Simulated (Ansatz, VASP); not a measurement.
## One calculation of Nb, two programs

```
CELL_PARAMETERS angstrom
2.76688 0.00000 0.00000
-1.38344 2.39618 0.00000
0.00000 0.00000 5.05459
ATOMIC_POSITIONS crystal
Nb 0.33333 0.66667 0.25000
Nb 0.66667 0.33333 0.75000
```

Change from the starting cell: volume scaled by 0.95, LAPW.

Alike in both runs: task single point; functional LDA; k mesh 15 × 15 × 8; occupations fermi-dirac, width 0.05 eV; no spin polarisation.

|  | VASP | Ansatz |
| --- | --- | --- |
| version | VASP 6.6.1 | Ansatz 0.2.0 |
| potentials or method | VASP PAW LDA potentials, release 64 (Nb_sv), cutoff 520 eV | all-electron LAPW, scalar-relativistic |

```csv
,VASP,Ansatz,Ansatz less VASP
pressure (GPa),10.1,10.2,+0.10
```

LDA's correlation is that of Perdew and Zunger in VASP and of Perdew and Wang (1992) in Ansatz. Ansatz ran all-electron here, and VASP with PAW potentials.
